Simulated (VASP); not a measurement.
# Zn12BrF23 (a cell with a defect) in VASP: single point with PBE

Aim: the single point of Zn12BrF23 (a cell with a defect) with PBE.

All numbers are computed with VASP 6.6.1; they aren't measurements. Logs are shortened: lines on timing, memory, paths and dates and some standing lists are left out, and cuts for length are marked.

### 1 The cell of the first run

The cell holds a defect, 36 atoms: a = 6.651 Å, b = 6.651 Å, c = 9.399 Å, α = 90.00°, β = 90.00°, γ = 90.00°.

### 2 Single point, PBE

Input file INCAR:

```
SYSTEM = Zn12BrF23
  ALGO = Normal
  EDIFF = 1E-6
  ENCUT = 520
  GGA = PE
  ISIF = 2
  ISMEAR = -1
  LASPH = .True.
  LCHARG = .True.
  LELF = .True.
  LREAL = Auto
  LVHAR = .True.
  LWAVE = .False.
  NBANDS = 180
  NELM = 100
  PREC = Accurate
  SIGMA = 0.01
```

Input file KPOINTS:

```
k-points
0
Gamma
  3 3 2
  0 0 0
```

Input file POSCAR:

```
Zn12BrF23
1.0
    4.7029441700      4.7029441700      0.0000000000
   -4.7029441700      4.7029441700      0.0000000000
    0.0000000000      0.0000000000      9.3986706300
Zn Br F
12 1 23
Direct
    0.5000000000      0.0000000000      0.1666666667
    0.5000000000      0.0000000000      0.5000000000
    0.5000000000      0.0000000000      0.8333333333
    0.0000000000      0.5000000000      0.1666666667
    0.0000000000      0.5000000000      0.5000000000
    0.0000000000      0.5000000000      0.8333333333
    0.0000000000      0.0000000000      0.0000000000
    0.0000000000      0.0000000000      0.3333333333
    0.0000000000      0.0000000000      0.6666666667
    0.5000000000      0.5000000000      0.0000000000
    0.5000000000      0.5000000000      0.3333333333
    0.5000000000      0.5000000000      0.6666666667
    0.6968616200      0.0000000000      0.0000000000
    0.6968616200      0.0000000000      0.3333333333
    0.6968616200      0.0000000000      0.6666666667
    0.1968616200      0.5000000000      0.0000000000
    0.1968616200      0.5000000000      0.3333333333
    0.1968616200      0.5000000000      0.6666666667
    0.5000000000      0.6968616200      0.1666666667
    0.5000000000      0.6968616200      0.5000000000
    0.5000000000      0.6968616200      0.8333333333
    0.0000000000      0.1968616200      0.1666666667
    0.0000000000      0.1968616200      0.5000000000
    0.0000000000      0.1968616200      0.8333333333
    0.3031383800      0.0000000000      0.0000000000
    0.3031383800      0.0000000000      0.3333333333
    0.3031383800      0.0000000000      0.6666666667
    0.8031383800      0.5000000000      0.0000000000
    0.8031383800      0.5000000000      0.3333333333
    0.8031383800      0.5000000000      0.6666666667
    0.5000000000      0.3031383800      0.1666666667
    0.5000000000      0.3031383800      0.5000000000
    0.5000000000      0.3031383800      0.8333333333
    0.0000000000      0.8031383800      0.1666666667
    0.0000000000      0.8031383800      0.5000000000
    0.0000000000      0.8031383800      0.8333333333
```

Potentials or basis: VASP PAW PBE potentials, release 64 (Zn, Br, F).

Launch:

```
$ cat potpaw_PBE.64/Zn/POTCAR potpaw_PBE.64/Br/POTCAR potpaw_PBE.64/F/POTCAR > POTCAR
$ mpirun -np 1 vasp_std > vasp.out
```

OUTCAR:

```text
SYSTEM = Zn12BrF23
   EDIFF = 1E-6
   ENCUT = 520
   GGA = PE
   ISIF = 2
   ISMEAR = -1
   LASPH = .True.
   LREAL = Auto
   NELM = 100
   PREC = Accurate

 ion  position               nearest neighbor table
   1  0.500  0.000  0.167-  19 2.02  31 2.02  26 2.04  14 2.04  13 2.04  25 2.04
   2  0.500  0.000  0.500-  20 2.02  32 2.02  14 2.04  26 2.04  27 2.04  15 2.04
   3  0.500  0.000  0.833-  21 2.02  33 2.02  27 2.04  15 2.04  13 2.04  25 2.04
   4  0.000  0.500  0.167-  22 2.02  34 2.02  29 2.04  17 2.04  16 2.04  28 2.04
   5  0.000  0.500  0.500-  23 2.02  35 2.02  17 2.04  29 2.04  30 2.04  18 2.04
   6  0.000  0.500  0.833-  24 2.02  36 2.02  30 2.04  18 2.04  16 2.04  28 2.04
   7  0.000  0.000  0.000-  13 2.02  25 2.02  24 2.04  22 2.04  34 2.04  36 2.04
   8  0.000  0.000  0.333-  14 2.02  26 2.02  22 2.04  34 2.04  23 2.04  35 2.04
   9  0.000  0.000  0.667-  15 2.02  27 2.02  24 2.04  36 2.04  35 2.04  23 2.04
  10  0.500  0.500  0.000-  16 2.02  28 2.02  21 2.04  19 2.04  31 2.04  33 2.04
  11  0.500  0.500  0.333-  17 2.02  29 2.02  19 2.04  31 2.04  20 2.04  32 2.04
  12  0.500  0.500  0.667-  18 2.02  30 2.02  21 2.04  33 2.04  32 2.04  20 2.04
  13  0.697  0.000  0.000-   7 2.02   3 2.04   1 2.04
  14  0.697  0.000  0.333-   8 2.02   1 2.04   2 2.04
  15  0.697  0.000  0.667-   9 2.02   3 2.04   2 2.04
  16  0.197  0.500  0.000-  10 2.02   6 2.04   4 2.04
  17  0.197  0.500  0.333-  11 2.02   4 2.04   5 2.04
  18  0.197  0.500  0.667-  12 2.02   6 2.04   5 2.04
[... 16 lines left out ...]
  35  0.000  0.803  0.500-   5 2.02   8 2.04   9 2.04
  36  0.000  0.803  0.833-   6 2.02   9 2.04   7 2.04

  LATTYP: Found a simple tetragonal cell.
 ALAT       =     6.6509674283
 C/A-ratio  =     1.4131283503

  Lattice vectors:

 A1 = (   4.7029441700,   4.7029441700,   0.0000000000)
 A2 = (  -4.7029441700,   4.7029441700,   0.0000000000)
 A3 = (   0.0000000000,   0.0000000000,   9.3986706300)

Analysis of symmetry for initial positions (statically):
=====================================================================
 Subroutine PRICEL returns:
 Original cell was already a primitive cell.

 Routine SETGRP: Setting up the symmetry group for a
 simple tetragonal supercell.

 Subroutine GETGRP returns: Found  4 space group operations
 (whereof  4 operations were pure point group operations)
 out of a pool of 16 trial point group operations.

The static configuration has the point symmetry C_2v.

Analysis of symmetry for dynamics (positions and initial velocities):
=====================================================================
 Subroutine PRICEL returns:
 Original cell was already a primitive cell.

 Routine SETGRP: Setting up the symmetry group for a
 simple tetragonal supercell.

 Subroutine GETGRP returns: Found  4 space group operations
 (whereof  4 operations were pure point group operations)
 out of a pool of 16 trial point group operations.

The dynamic configuration has the point symmetry C_2v.

 Subroutine INISYM returns: Found  4 space group operations
 (whereof  4 operations are pure point group operations),
 and found     1 'primitive' translations

----------------------------------------------------------------------------------------

                                     Primitive cell

  volume of cell :     415.7537

  direct lattice vectors                    reciprocal lattice vectors
     4.702944170  4.702944170  0.000000000     0.106316380  0.106316380  0.000000000
    -4.702944170  4.702944170  0.000000000    -0.106316380  0.106316380  0.000000000
     0.000000000  0.000000000  9.398670630     0.000000000  0.000000000  0.106398026

  length of vectors
     6.650967428  6.650967428  9.398670630     0.150354067  0.150354067  0.106398026

  position of ions in fractional coordinates (direct lattice)
     0.500000000  0.000000000  0.166666667
     0.500000000  0.000000000  0.500000000
     0.500000000  0.000000000  0.833333333
     0.000000000  0.500000000  0.166666667
     0.000000000  0.500000000  0.500000000
     0.000000000  0.500000000  0.833333333
[... 28 lines left out ...]
     0.000000000  0.803138380  0.500000000
     0.000000000  0.803138380  0.833333333

  ion indices of the primitive-cell ions
   primitive index   ion index
                 1           1
                 2           2
                 3           3
                 4           4
                 5           5
                 6           6
[... 28 lines left out ...]
                35          35
                36          36

----------------------------------------------------------------------------------------

 KPOINTS: k-points

Automatic generation of k-mesh.
 Grid dimensions read from file:
 generate k-points for:    3    3    2

 Generating k-lattice:

  Cartesian coordinates                     Fractional coordinates (reciprocal lattice)
     0.035438793  0.035438793  0.000000000     0.333333333  0.000000000  0.000000000
    -0.035438793  0.035438793  0.000000000     0.000000000  0.333333333  0.000000000
     0.000000000  0.000000000  0.053199013     0.000000000  0.000000000  0.500000000

  Length of vectors
     0.050118022  0.050118022  0.053199013

  Shift w.r.t. Gamma in fractional coordinates (k-lattice)
     0.000000000  0.000000000  0.000000000

 Subroutine IBZKPT returns following result:
 ===========================================

 Found      8 irreducible k-points:

 Following reciprocal coordinates:
            Coordinates               Weight
  0.000000  0.000000  0.000000      1.000000
  0.333333  0.000000  0.000000      2.000000
  0.000000  0.333333  0.000000      2.000000
  0.333333  0.333333  0.000000      4.000000
  0.000000  0.000000  0.500000      1.000000
  0.333333  0.000000  0.500000      2.000000
  0.000000  0.333333  0.500000      2.000000
  0.333333  0.333333  0.500000      4.000000
   k-points           NKPTS =      8   k-points in BZ     NKDIM =      8   number of bands    NBANDS=    180
   number of dos      NEDOS =    301   number of ions     NIONS =     36
   total plane-waves  NPLWV = 175000
   dimension x,y,z NGX =    50 NGY =   50 NGZ =   70
   dimension x,y,z NGXF=   100 NGYF=  100 NGZF=  140
   ions per type =              12   1  23
   NGX,Y,Z   is equivalent  to a cutoff of  12.50, 12.50, 12.38 a.u.
   NGXF,Y,Z  is equivalent  to a cutoff of  25.00, 25.00, 24.76 a.u.
 SYSTEM =  Zn12BrF23
   PREC   = accura    normal or accurate (medium, high low for compatibility)
   ISTART =      0    job   : 0-new  1-cont  2-samecut
   ICHARG =      2    charge: 1-file 2-atom 10-const
   ISPIN  =      1    spin polarized calculation?
   LNONCOLLINEAR =      F non collinear calculations
   LSORBIT =      F    spin-orbit coupling
   LASPH  =      T    aspherical Exc in radial PAW
   ENCUT  =  520.0 eV  38.22 Ry    6.18 a.u.  12.37 12.37 17.48*2*pi/ulx,y,z
   NELM   =    100;   NELMIN=  2; NELMDL= -5     # of ELM steps
   EDIFF  = 0.1E-05   stopping-criterion for ELM
   LREAL  =      T    real-space projection
   EDIFFG = 0.1E-04   stopping-criterion for IOM
   NSW    =      0    number of steps for IOM
   IBRION =     -1    ionic relax: 0-MD 1-quasi-New 2-CG
   NFREE  =      0    steps in history (QN), initial steepest desc. (CG)
   ISIF   =      2    stress and relaxation
   ISYM   =      2    0-nonsym 1-usesym 2-fastsym
   POTIM  = 0.5000    time-step for ionic-motion
   TEBEG  =    0.0;   TEEND  =   0.0 temperature during run
   PSTRESS=    0.0 pullay stress
   NELECT =     312.0000    total number of electrons
   NUPDOWN=      -1.0000    fix difference up-down
   EMIN   =  10.00;   EMAX   =-10.00  energy-range for DOS
   EFERMI =   0.00;   METHOD = LEGACY
   ISMEAR =    -1;   SIGMA  =   0.01  broadening in eV -4-tet -1-fermi 0-gaus
   EFERMI_NEDOS =   21; number of points for ismear=-14 and -15
   IALGO  =     38    algorithm
   IMIX   =      4    mixing-type and parameters
     AMIX     =   0.40;   BMIX     =  1.00
     AMIX_MAG =   1.60;   BMIX_MAG =  1.00
  volume/ion in A,a.u.               =      11.55        77.93
  Fermi-wavevector in a.u.,A,eV,Ry     =   1.487696  2.811339 30.112970  2.213241
  Thomas-Fermi vector in A             =   2.600825
   LORBIT       =      0    0 simple, 1 ext, 2 COOP (PROOUT), +10 PAW based schemes
   GGA     = PE    functional components
   LHFCALC =     F    Hartree Fock is set to
   AEXX    =    0.0000 exact exchange contribution
   IVDW    =     0    specifies the selected vdW correction
   LEPSILON=     F    determine dielectric tensor
   LRPA    =     F    only Hartree local field effects (RPA)
 non-spin polarized calculation
  energy-cutoff  :      520.00
  volume of cell :      415.75
 maximum number of plane-waves:     11202
 NGX is ok and might be reduce to    50
   NGX = 25   NGY = 25   NGZ = 35

 number of electron     312.0000151 magnetization

 Free energy of the ion-electron system (eV)
  ---------------------------------------------------
  ext. energy  EPLUGINS =         0.00000000
  ---------------------------------------------------
  free energy    TOTEN  =      -132.07552646 eV

  energy without entropy =     -132.07552646  energy(sigma->0) =     -132.07552646

 E-fermi :   0.0891     XC(G=0): -10.4166

 val. band max:       -0.1898844272   @ k =   0.3333   0.3333   0.5000
 cond. band min:       2.9871588795   @ k =   0.0000   0.0000   0.0000
 fundamental gap:      3.1770433067
 Fermi energy:         0.0890538459

 k-point     1 :       0.0000    0.0000    0.0000
  band No.  band energies     occupation
      1     -22.6236      2.00000
      2     -22.3215      2.00000
      3     -22.3093      2.00000
      4     -22.1943      2.00000
      5     -22.1923      2.00000
      6     -22.0795      2.00000
[... 160 lines left out ...]
    167       8.3613      0.00000
    168       8.5921      0.00000
[... 1195 lines left out ...]
    167       7.8974      0.00000
    168       8.0219      0.00000
 [bands above 168 left out]

------------------------ aborting loop because EDIFF is reached ----------------------------------------

  FORCE on cell =-STRESS in cart. coord.  units (eV):
  Direction    XX          YY          ZZ          XY          YZ          ZX
  --------------------------------------------------------------------------------------
  -------------------------------------------------------------------------------------
  Total       34.6890120     34.6890120     39.4763905     10.5664029      0.0000000      0.0000000
  in kB      133.6800012    133.6800012    152.1289776     40.7194288      0.0000000      0.0000000
  external PRESSURE =     139.8296600 kB  Pullay stress =       0.0000000 kB

 VOLUME and BASIS-vectors are now :
 -----------------------------------------------------------------------------
  energy-cutoff  :      520.00
  volume of cell :      415.75
      direct lattice vectors                 reciprocal lattice vectors
     4.702944170  4.702944170  0.000000000     0.106316380  0.106316380  0.000000000
    -4.702944170  4.702944170  0.000000000    -0.106316380  0.106316380  0.000000000
     0.000000000  0.000000000  9.398670630     0.000000000  0.000000000  0.106398026

 POSITION                                       TOTAL-FORCE (eV/Angst)
 -----------------------------------------------------------------------------------
      2.35147      2.35147      1.56645        -2.394056     -2.394056      4.361929
      2.35147      2.35147      4.69934         0.059909      0.059909     -0.000000
      2.35147      2.35147      7.83223        -2.394056     -2.394056     -4.361929
     -2.35147      2.35147      1.56645         0.040329      0.040329      0.057806
     -2.35147      2.35147      4.69934         0.006639      0.006639     -0.000000
     -2.35147      2.35147      7.83223         0.040329      0.040329     -0.057806
[... 28 lines left out ...]
     -3.77711      3.77711      4.69934         0.022666     -0.005422     -0.000000
     -3.77711      3.77711      7.83223         0.489229     -0.029280     -0.424293
 -----------------------------------------------------------------------------------
    total drift:                                0.005500      0.005500     -0.000004

  FREE ENERGIE OF THE ION-ELECTRON SYSTEM (eV)
  ---------------------------------------------------
  free  energy   TOTEN  =      -132.0755264605 eV

  energy  without entropy=     -132.0755264605  energy(sigma->0) =     -132.07552646
```

It took 10 min on 1 thread of Intel Xeon 6975P-C (Granite Rapids), shared host; peak memory 0.65 GiB.

What came out:

```yaml
Free_energy: -132.0755 eV
Pressure: 14.0 GPa
Largest_force: 6.217 eV/Å
Band_gap_on_the_k_mesh: 3.18 eV
```

Forces in eV/Å, atoms in the order of the input:
```
Zn  -2.394 -2.394  4.362
Zn   0.060  0.060  0.000
Zn  -2.394 -2.394 -4.362
Zn   0.040  0.040  0.058
Zn   0.007  0.007  0.000
Zn   0.040  0.040 -0.058
Zn   4.396  4.396  0.000
Zn  -0.018 -0.018  0.049
Zn  -0.018 -0.018 -0.049
Zn  -0.064 -0.064  0.000
Zn  -0.014 -0.014 -0.031
Zn  -0.014 -0.014  0.031
Br   1.068  1.068  0.000
F    0.058  0.058  0.361
F    0.058  0.058 -0.361
F    0.013  0.013  0.000
F    0.012  0.012  0.021
F    0.012  0.012 -0.021
F    0.187 -0.540  0.290
F   -0.040  0.032  0.000
F    0.187 -0.540 -0.290
F   -0.029  0.489  0.424
F   -0.005  0.023  0.000
F   -0.029  0.489 -0.424
F   -1.137 -1.137  0.000
F    0.059  0.059 -0.144
F    0.059  0.059  0.144
F   -0.012 -0.012  0.000
F   -0.019 -0.019  0.002
F   -0.019 -0.019 -0.002
F   -0.540  0.187  0.290
F    0.032 -0.040  0.000
F   -0.540  0.187 -0.290
F    0.489 -0.029  0.424
F    0.023 -0.005  0.000
F    0.489 -0.029 -0.424
```
